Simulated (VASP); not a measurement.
# BP (I-4m2) in VASP: notebook

The runs below take BP through single point, with r2SCAN.

Everything below comes from runs of VASP 6.6.1. Logs are shortened: lines on timing, memory, paths and dates and some standing lists are left out, and cuts for length are marked.

## 1. The cell of the first run

The structure is tetragonal, space group I-4m2 (No. 119). The conventional cell has a = 2.952 Å, b = 2.952 Å, c = 4.538 Å, α = 90.00°, β = 90.00°, γ = 90.00°. B (site symmetry -4m2) has 4 P at 1.86 Å within 2.5 Å. Within 2.5 Å of P (site symmetry -4m2) lie 4 B at 1.86 Å.

## 2. Single point, r2SCAN (strain -0.080 along x and y, +0.000 along z)

The input, POSCAR:

```
BP
1.0
    0.0000000000      2.0874800000      2.2690000000
    2.0874800000      0.0000000000      2.2690000000
    2.0874800000      2.0874800000      0.0000000000
B P
1 1
Direct
    0.0000000000      0.0000000000      0.0000000000
    0.7500000000      0.7500000000      0.7500000000
```

The input, INCAR.step1:

```
SYSTEM = BP
ALGO = Normal
EDIFF = 1E-4
ENCUT = 520
GGA = PE
ISMEAR = 0
LASPH = .True.
LCHARG = .False.
LREAL = .False.
LWAVE = .True.
NBANDS = 11
NELM = 60
PREC = Accurate
SIGMA = 0.05
```

The input, INCAR.step2:

```
SYSTEM = BP
ALGO = Normal
EDIFF = 1E-6
ENCUT = 520
ISIF = 2
ISMEAR = 0
ISTART = 1
LASPH = .True.
LCHARG = .False.
LMIXTAU = .True.
LREAL = .False.
LWAVE = .False.
METAGGA = R2SCAN
NBANDS = 11
NELM = 60
PREC = Accurate
SIGMA = 0.05
```

The input, KPOINTS:

```
k-points
0
Gamma
  10 10 10
  0 0 0
```

Potentials or basis: VASP PAW PBE potentials, release 64 (B, P).

The run is started by

```console
$ cat potpaw_PBE.64/B/POTCAR potpaw_PBE.64/P/POTCAR > POTCAR
$ cp INCAR.step1 INCAR
$ mpirun -np 1 vasp_std > vasp.out
$ cp INCAR.step2 INCAR
$ mpirun -np 1 vasp_std > vasp.out
```

OUTCAR:

```text
SYSTEM = BP
   EDIFF = 1E-6
   ENCUT = 520
   ISIF = 2
   ISMEAR = 0
   ISTART = 1
   LASPH = .True.
   LREAL = .False.
   METAGGA = R2SCAN
   NELM = 60
   PREC = Accurate

 ion  position               nearest neighbor table
   1  0.000  0.000  0.000-   2 1.86   2 1.86   2 1.86   2 1.86
   2  0.750  0.750  0.750-   1 1.86   1 1.86   1 1.86   1 1.86

  LATTYP: Found a body centered tetragonal cell.
 ALAT       =     2.9521425272
 C/A-ratio  =     1.5371886548

  Lattice vectors:

 A1 = (  -2.0874800000,   0.0000000000,   2.2690000000)
 A2 = (   2.0874800000,   0.0000000000,   2.2690000000)
 A3 = (   0.0000000000,   2.0874800000,  -2.2690000000)

Analysis of symmetry for initial positions (statically):
=====================================================================
 Subroutine PRICEL returns:
 Original cell was already a primitive cell.

 Routine SETGRP: Setting up the symmetry group for a
 body centered tetragonal supercell.

 Subroutine GETGRP returns: Found  8 space group operations
 (whereof  8 operations were pure point group operations)
 out of a pool of 16 trial point group operations.

The static configuration has the point symmetry D_2d.

Analysis of symmetry for dynamics (positions and initial velocities):
=====================================================================
 Subroutine PRICEL returns:
 Original cell was already a primitive cell.

 Routine SETGRP: Setting up the symmetry group for a
 body centered tetragonal supercell.

 Subroutine GETGRP returns: Found  8 space group operations
 (whereof  8 operations were pure point group operations)
 out of a pool of 16 trial point group operations.

The dynamic configuration has the point symmetry D_2d.

 Subroutine INISYM returns: Found  8 space group operations
 (whereof  8 operations are pure point group operations),
 and found     1 'primitive' translations

----------------------------------------------------------------------------------------

                                     Primitive cell

  volume of cell :      19.7747

  direct lattice vectors                    reciprocal lattice vectors
     0.000000000  2.087480000  2.269000000    -0.239523253  0.239523253  0.220361393
     2.087480000  0.000000000  2.269000000     0.239523253 -0.239523253  0.220361393
     2.087480000  2.087480000  0.000000000     0.239523253  0.239523253 -0.220361393

  length of vectors
     3.083169433  3.083169433  2.952142527     0.404106324  0.404106324  0.404106324

  position of ions in fractional coordinates (direct lattice)
     0.000000000  0.000000000  0.000000000
     0.750000000  0.750000000  0.750000000

  ion indices of the primitive-cell ions
   primitive index   ion index
                 1           1
                 2           2

----------------------------------------------------------------------------------------

 KPOINTS: k-points

Automatic generation of k-mesh.
 Grid dimensions read from file:
 generate k-points for:   10   10   10

 Generating k-lattice:

  Cartesian coordinates                     Fractional coordinates (reciprocal lattice)
    -0.023952325  0.023952325  0.022036139     0.100000000  0.000000000  0.000000000
     0.023952325 -0.023952325  0.022036139     0.000000000  0.100000000  0.000000000
     0.023952325  0.023952325 -0.022036139    -0.000000000 -0.000000000  0.100000000

  Length of vectors
     0.040410632  0.040410632  0.040410632

  Shift w.r.t. Gamma in fractional coordinates (k-lattice)
     0.000000000  0.000000000  0.000000000

 Subroutine IBZKPT returns following result:
 ===========================================

 Found    102 irreducible k-points:

 Following reciprocal coordinates:
            Coordinates               Weight
  0.000000  0.000000  0.000000      1.000000
  0.100000 -0.000000  0.000000      8.000000
  0.200000 -0.000000  0.000000      8.000000
  0.300000  0.000000  0.000000      8.000000
  0.400000 -0.000000  0.000000      8.000000
  0.500000 -0.000000  0.000000      4.000000
[... 16 lines left out ...]
  0.300000  0.300000  0.000000      2.000000
  0.400000  0.300000  0.000000      8.000000
 [... further k-points ...]
   k-points           NKPTS =    102   k-points in BZ     NKDIM =    102   number of bands    NBANDS=     11
   number of dos      NEDOS =    301   number of ions     NIONS =      2
   total plane-waves  NPLWV =  13824
   dimension x,y,z NGX =    24 NGY =   24 NGZ =   24
   dimension x,y,z NGXF=    48 NGYF=   48 NGZF=   48
   ions per type =               1   1
   NGX,Y,Z   is equivalent  to a cutoff of  12.94, 12.94, 13.52 a.u.
   NGXF,Y,Z  is equivalent  to a cutoff of  25.88, 25.88, 27.03 a.u.
 SYSTEM =  BP
   PREC   = accura    normal or accurate (medium, high low for compatibility)
   ISTART =      1    job   : 0-new  1-cont  2-samecut
   ICHARG =      0    charge: 1-file 2-atom 10-const
   ISPIN  =      1    spin polarized calculation?
   LNONCOLLINEAR =      F non collinear calculations
   LSORBIT =      F    spin-orbit coupling
   LASPH  =      T    aspherical Exc in radial PAW
   ENCUT  =  520.0 eV  38.22 Ry    6.18 a.u.   5.73  5.73  5.49*2*pi/ulx,y,z
   NELM   =     60;   NELMIN=  2; NELMDL=  0     # of ELM steps
   EDIFF  = 0.1E-05   stopping-criterion for ELM
   LREAL  =      F    real-space projection
[... 7 lines left out ...]
   TEBEG  =    0.0;   TEEND  =   0.0 temperature during run
   PSTRESS=    0.0 pullay stress
   NELECT =       8.0000    total number of electrons
   NUPDOWN=      -1.0000    fix difference up-down
   EMIN   =  10.00;   EMAX   =-10.00  energy-range for DOS
   EFERMI =   0.00;   METHOD = LEGACY
   ISMEAR =     0;   SIGMA  =   0.05  broadening in eV -4-tet -1-fermi 0-gaus
   EFERMI_NEDOS =   21; number of points for ismear=-14 and -15
   IALGO  =     38    algorithm
   IMIX   =      4    mixing-type and parameters
     AMIX     =   0.40;   BMIX     =  1.00
     AMIX_MAG =   1.60;   BMIX_MAG =  1.00
  volume/ion in A,a.u.               =       9.89        66.72
  Fermi-wavevector in a.u.,A,eV,Ry     =   1.210789  2.288059 19.946275  1.466010
  Thomas-Fermi vector in A             =   2.346325
   LORBIT       =      0    0 simple, 1 ext, 2 COOP (PROOUT), +10 PAW based schemes
   METAGGA = R2SCAN    functional components
   LHFCALC =     F    Hartree Fock is set to
   AEXX    =    0.0000 exact exchange contribution
   IVDW    =     0    specifies the selected vdW correction
   LEPSILON=     F    determine dielectric tensor
   LRPA    =     F    only Hartree local field effects (RPA)
 non-spin polarized calculation
 Gauss-broadening in eV      SIGMA  =   0.05
  energy-cutoff  :      520.00
  volume of cell :       19.77
 maximum number of plane-waves:       549
   NGX = 11   NGY = 11   NGZ = 11

 number of electron       8.0000000 magnetization

 Free energy of the ion-electron system (eV)
  ---------------------------------------------------
  ext. energy  EPLUGINS =         0.00000000
  ---------------------------------------------------
  free energy    TOTEN  =       -16.84795953 eV

  energy without entropy =      -16.84795953  energy(sigma->0) =      -16.84795953

 E-fermi :  10.0421     XC(G=0): -12.2799

 val. band max:        9.8485413406   @ k =   0.0000   0.0000   0.0000
 cond. band min:      10.3601079512   @ k =   0.4000   0.0000   0.4000
 fundamental gap:      0.5115666106
 Fermi energy:        10.0421324561

 k-point     1 :       0.0000    0.0000    0.0000
  band No.  band energies     occupation
      1      -8.3813      2.00000
      2       8.8143      2.00000
      3       9.8485      2.00000
      4       9.8485      2.00000
      5      13.3582      0.00000
      6      13.3582      0.00000
      7      13.8023      0.00000
      8      19.9506      0.00000
      9      21.3945      0.00000
     10      23.3741      0.00000
     11      24.0048      0.00000

 k-point     2 :       0.1000   -0.0000    0.0000
  band No.  band energies     occupation
      1      -8.1646      2.00000
      2       7.8548      2.00000
      3       8.9215      2.00000
      4       9.5369      2.00000
      5      13.6995      0.00000
      6      13.8710      0.00000
      7      14.5243      0.00000
      8      20.1151      0.00000
      9      21.0256      0.00000
     10      23.0016      0.00000
     11      24.0606      0.00000

 k-point     3 :       0.2000   -0.0000    0.0000
  band No.  band energies     occupation
      1      -7.5204      2.00000
      2       5.2680      2.00000
      3       8.0295      2.00000
      4       8.9744      2.00000
      5      13.9336      0.00000
      6      14.8402      0.00000
      7      15.3750      0.00000
      8      20.4096      0.00000
      9      21.3499      0.00000
     10      21.8856      0.00000
     11      25.1385      0.00000

 k-point     4 :       0.3000    0.0000    0.0000
  band No.  band energies     occupation
      1      -6.4743      2.00000
      2       2.4968      2.00000
      3       7.3358      2.00000
      4       8.5122      2.00000
      5      13.7143      0.00000
      6      15.3742      0.00000
      7      15.6461      0.00000
      8      21.4442      0.00000
      9      22.0423      0.00000
     10      22.1302      0.00000
     11      25.8330      0.00000
[... 239 lines left out ...]
 k-point    22 :      -0.2000    0.2000    0.0000
  band No.  band energies     occupation
      1      -6.0088      2.00000
      2       3.2216      2.00000
      3       4.0055      2.00000
      4       8.7720      2.00000
      5      15.3316      0.00000
      6      15.7181      0.00000
      7      16.4672      0.00000
      8      19.6279      0.00000
      9      20.0174      0.00000
     10      25.5302      0.00000
     11      27.2113      0.00000

 k-point    23 :       0.3000    0.3000    0.0000
  band No.  band energies     occupation
      1      -6.0987      2.00000
      2       3.3259      2.00000
      3       6.2248      2.00000
      4       6.2248      2.00000
      5      11.8542      0.00000
      6      14.0057      0.00000
      7      20.0688      0.00000
      8      20.0688      0.00000
      9      24.9774      0.00000
     10      26.3355      0.00000
     11      28.9504      0.00000

 k-point    24 :       0.4000    0.3000    0.0000
  band No.  band energies     occupation
      1      -5.1648      2.00000
      2       1.9537      2.00000
      3       4.9457      2.00000
      4       5.9241      2.00000
      5      12.1581      0.00000
      6      14.1287      0.00000
      7      20.8570      0.00000
      8      20.9457      0.00000
      9      25.8600      0.00000
     10      27.0046      0.00000
     11      29.7306      0.00000

 [... further k-points ...]

------------------------ aborting loop because EDIFF is reached ----------------------------------------

  FORCE on cell =-STRESS in cart. coord.  units (eV):
  Direction    XX          YY          ZZ          XY          YZ          ZX
  --------------------------------------------------------------------------------------
  -------------------------------------------------------------------------------------
  Total        5.8496249      5.8496249      2.0535868      0.0000000     -0.0000000      0.0000000
  in kB      473.9466576    473.9466576    166.3851302      0.0000000     -0.0000000      0.0000000
  external PRESSURE =     371.4261485 kB  Pullay stress =       0.0000000 kB

 VOLUME and BASIS-vectors are now :
 -----------------------------------------------------------------------------
  energy-cutoff  :      520.00
  volume of cell :       19.77
      direct lattice vectors                 reciprocal lattice vectors
     0.000000000  2.087480000  2.269000000    -0.239523253  0.239523253  0.220361393
     2.087480000  0.000000000  2.269000000     0.239523253 -0.239523253  0.220361393
     2.087480000  2.087480000  0.000000000     0.239523253  0.239523253 -0.220361393

 POSITION                                       TOTAL-FORCE (eV/Angst)
 -----------------------------------------------------------------------------------
      0.00000      0.00000      0.00000         0.000000      0.000000     -0.000000
      3.13122      3.13122      3.40350        -0.000000      0.000000      0.000000
 -----------------------------------------------------------------------------------
    total drift:                                0.000000      0.000000      0.000000

  FREE ENERGIE OF THE ION-ELECTRON SYSTEM (eV)
  ---------------------------------------------------
  free  energy   TOTEN  =       -16.8479595345 eV

  energy  without entropy=      -16.8479595345  energy(sigma->0) =      -16.84795953
```

Wall time 1.7 min (1 thread of Intel Xeon 8259CL, shared host); peak memory 0.15 GiB.

What came out:

```
Free energy            : -16.8480 eV
Pressure               : 37.1 GPa
Band gap on the k mesh : 0.51 eV (least direct gap 3.51 eV)
```

Stress tensor (GPa, compression positive):
```
47.39  0.00  0.00
 0.00 47.39  0.00
 0.00  0.00 16.64
```

Caveat: the cell differs from its parent crystal (strain -0.080 along x and y, +0.000 along z); the stress differs along the axes, from 17 to 47 GPa; semilocal functionals underestimate gaps, and a narrow one can read as zero; the PAW data sets were made with another functional, which shifts forces and pressure a little. A k mesh can miss the band edges.

[end of part 1 of 2]
